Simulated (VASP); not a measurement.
# LiH (Fm-3m) in VASP: single point with r2SCAN

Aim: the single point of LiH with r2SCAN.

Program: VASP 6.6.1. These are calculated values, not measurements. Logs are shortened: lines on timing, memory, paths and dates and some standing lists are left out, and cuts for length are marked.

## 1. The cell of the first run

It takes space group Fm-3m (No. 225, cubic). Conventional cell: a = 3.810 Å, b = 3.810 Å, c = 3.810 Å, α = 90.00°, β = 90.00°, γ = 90.00°. Li (site symmetry m-3m) has 6 H at 1.90 Å within 2.5 Å. Within 2.5 Å of H (site symmetry m-3m) lie 6 Li at 1.90 Å.

## 2. Single point, r2SCAN

Input file POSCAR:

```
LiH
1.0
    1.9049640572      1.9049640572      0.0000000000
   -1.9049640572      1.9049640572      0.0000000000
    0.0000000000      1.9049640572      1.9049640572
Li H
1 1
Direct
    0.0000000000      0.0000000000      0.0000000000
    0.5000000000      0.5000000000      0.0000000000
```

Input file INCAR.step1:

```
  PREC = Accurate
  ENCUT = 1350
  ISMEAR = 0
  SIGMA = 0.01
  LREAL = F
  LASPH = T
  NELM = 120
  NBANDS = 9
  GGA = PE
  ALGO = Normal
  EDIFF = 1E-5
  LWAVE = T
  LCHARG = F
  GGA_COMPAT = F
```

Input file INCAR.step2:

```
  PREC = Accurate
  ENCUT = 1350
  EDIFF = 1E-6
  ISMEAR = 0
  SIGMA = 0.01
  LREAL = F
  LASPH = T
  NELM = 120
  ALGO = Normal
  ISIF = 2
  LWAVE = F
  LCHARG = T
  METAGGA = R2SCAN
  LMIXTAU = T
  LELF = T
  LVHAR = T
  NBANDS = 9
  ISTART = 1
  GGA_COMPAT = F
```

Input file KPOINTS:

```
Automatic mesh
0
Gamma
  10 10 10
```

Potentials or basis: VASP PAW PBE potentials, release 64 (Li_sv, H_h).

Run with:

```bash
> cat potpaw_PBE.64/Li_sv/POTCAR potpaw_PBE.64/H_h/POTCAR > POTCAR
> cp INCAR.step1 INCAR
> mpirun -np 1 vasp_std > vasp.out
> cp INCAR.step2 INCAR
> mpirun -np 1 vasp_std > vasp.out
```

OUTCAR:

```text
PREC = Accurate
   ENCUT = 1350
   EDIFF = 1E-6
   ISMEAR = 0
   LREAL = F
   LASPH = T
   NELM = 120
   ISIF = 2
   METAGGA = R2SCAN
   ISTART = 1

 ion  position               nearest neighbor table
   1  0.000  0.000  0.000-
   2  0.500  0.500  0.000-

  LATTYP: Found a face centered cubic cell.
 ALAT       =     3.8099281144

  Lattice vectors:

 A1 = (   0.0000000000,   1.9049640572,   1.9049640572)
 A2 = (   1.9049640572,   0.0000000000,   1.9049640572)
 A3 = (   1.9049640572,   1.9049640572,   0.0000000000)

Analysis of symmetry for initial positions (statically):
=====================================================================
 Subroutine PRICEL returns:
 Original cell was already a primitive cell.

 Routine SETGRP: Setting up the symmetry group for a
 face centered cubic supercell.

 Subroutine GETGRP returns: Found 48 space group operations
 (whereof 48 operations were pure point group operations)
 out of a pool of 48 trial point group operations.

The static configuration has the point symmetry O_h .

Analysis of symmetry for dynamics (positions and initial velocities):
=====================================================================
 Subroutine PRICEL returns:
 Original cell was already a primitive cell.

 Routine SETGRP: Setting up the symmetry group for a
 face centered cubic supercell.

 Subroutine GETGRP returns: Found 48 space group operations
 (whereof 48 operations were pure point group operations)
 out of a pool of 48 trial point group operations.

The dynamic configuration has the point symmetry O_h .

 Subroutine INISYM returns: Found 48 space group operations
 (whereof 48 operations are pure point group operations),
 and found     1 'primitive' translations

----------------------------------------------------------------------------------------

                                     Primitive cell

  volume of cell :      13.8258

  direct lattice vectors                    reciprocal lattice vectors
     1.904964057  1.904964057  0.000000000     0.262472144  0.262472144 -0.262472144
    -1.904964057  1.904964057  0.000000000    -0.262472144  0.262472144 -0.262472144
     0.000000000  1.904964057  1.904964057     0.000000000  0.000000000  0.524944288

  length of vectors
     2.694026006  2.694026006  2.694026006     0.454615089  0.454615089  0.524944288

  position of ions in fractional coordinates (direct lattice)
     0.000000000  0.000000000  0.000000000
[... 83 lines left out ...]
   NFREE  =      0    steps in history (QN), initial steepest desc. (CG)
   ISIF   =      2    stress and relaxation
   ISYM   =      2    0-nonsym 1-usesym 2-fastsym
   POTIM  = 0.5000    time-step for ionic-motion
   TEBEG  =    0.0;   TEEND  =   0.0 temperature during run
   PSTRESS=    0.0 pullay stress
   NELECT =       4.0000    total number of electrons
   NUPDOWN=      -1.0000    fix difference up-down
   EMIN   =  10.00;   EMAX   =-10.00  energy-range for DOS
   EFERMI =   0.00;   METHOD = LEGACY
   ISMEAR =     0;   SIGMA  =   0.01  broadening in eV -4-tet -1-fermi 0-gaus
   EFERMI_NEDOS =   21; number of points for ismear=-14 and -15
   IALGO  =     38    algorithm
   IMIX   =      4    mixing-type and parameters
     AMIX     =   0.40;   BMIX     =  1.00
     AMIX_MAG =   1.60;   BMIX_MAG =  1.00
  volume/ion in A,a.u.               =       6.91        46.65
  Fermi-wavevector in a.u.,A,eV,Ry     =   1.082758  2.046116 15.950991  1.172365
  Thomas-Fermi vector in A             =   2.218807
   LORBIT       =      0    0 simple, 1 ext, 2 COOP (PROOUT), +10 PAW based schemes
   METAGGA = R2SCAN    functional components
   LHFCALC =     F    Hartree Fock is set to
   AEXX    =    0.0000 exact exchange contribution
   IVDW    =     0    specifies the selected vdW correction
   LEPSILON=     F    determine dielectric tensor
   LRPA    =     F    only Hartree local field effects (RPA)
 non-spin polarized calculation
 Gauss-broadening in eV      SIGMA  =   0.01
  energy-cutoff  :     1350.00
  volume of cell :       13.83
 maximum number of plane-waves:      1588
   NGX = 17   NGY = 17   NGZ = 17

 number of electron       3.9999999 magnetization

 Free energy of the ion-electron system (eV)
  ---------------------------------------------------
  ext. energy  EPLUGINS =         0.00000000
  ---------------------------------------------------
  free energy    TOTEN  =        -6.77931575 eV

  energy without entropy =       -6.77931575  energy(sigma->0) =       -6.77931575

 E-fermi :   0.8492     XC(G=0):  -9.3667

 val. band max:        0.5418410444   @ k =   0.5000   0.5000   0.0000
 cond. band min:       4.0184895426   @ k =   0.5000   0.5000   0.0000
 fundamental gap:      3.4766484982
 Fermi energy:         0.8492254586

 k-point     1 :       0.0000    0.0000    0.0000
  band No.  band energies     occupation
      1     -44.9716      2.00000
      2      -5.5483      2.00000
      3      20.2597      0.00000
      4      21.5882      0.00000
      5      21.5882      0.00000
      6      21.5882      0.00000
      7      26.3821      0.00000
      8      26.3821      0.00000
      9      26.3821      0.00000
[... 265 lines left out ...]
 k-point    24 :       0.4000    0.3000    0.0000
  band No.  band energies     occupation
      1     -44.8733      2.00000
      2      -0.6827      2.00000
      3       6.0754      0.00000
      4       9.5510      0.00000
      5      15.1041      0.00000
      6      19.9513      0.00000
      7      27.3598      0.00000
      8      31.5475      0.00000
      9      35.3042      0.00000

 [... further k-points ...]

------------------------ aborting loop because EDIFF is reached ----------------------------------------

  FORCE on cell =-STRESS in cart. coord.  units (eV):
  Direction    XX          YY          ZZ          XY          YZ          ZX
  --------------------------------------------------------------------------------------
  -------------------------------------------------------------------------------------
  Total        0.5527405      0.5527405      0.5527405      0.0000000      0.0000000     -0.0000000
  in kB       64.0533031     64.0533031     64.0533031      0.0000000      0.0000000     -0.0000000
  external PRESSURE =      64.0533031 kB  Pullay stress =       0.0000000 kB

 VOLUME and BASIS-vectors are now :
 -----------------------------------------------------------------------------
  energy-cutoff  :     1350.00
  volume of cell :       13.83
      direct lattice vectors                 reciprocal lattice vectors
     1.904964057  1.904964057  0.000000000     0.262472144  0.262472144 -0.262472144
    -1.904964057  1.904964057  0.000000000    -0.262472144  0.262472144 -0.262472144
     0.000000000  1.904964057  1.904964057     0.000000000  0.000000000  0.524944288

 POSITION                                       TOTAL-FORCE (eV/Angst)
 -----------------------------------------------------------------------------------
      0.00000      0.00000      0.00000         0.000000     -0.000000      0.000000
      0.00000      1.90496      0.00000        -0.000000      0.000000      0.000000
 -----------------------------------------------------------------------------------
    total drift:                                0.000000     -0.000000     -0.000000

  FREE ENERGIE OF THE ION-ELECTRON SYSTEM (eV)
  ---------------------------------------------------
  free  energy   TOTEN  =        -6.7793157526 eV

  energy  without entropy=       -6.7793157526  energy(sigma->0) =       -6.77931575
```

Run time: 61 s. Hardware: 1 thread of Intel Xeon Platinum 8259CL at 2.50GHz (Skylake/Cascade Lake), shared host; peak memory 0.19 GiB.

Results:

- Free energy: -6.7793 eV
- Pressure: 6.4 GPa
- Band gap on the k mesh: 3.48 eV

Caveat: the cell stands under pressure; the PAW data sets were made with another functional, which shifts forces and pressure a little. r2SCAN opens gaps a little over a GGA but as a rule still falls short of measured ones.
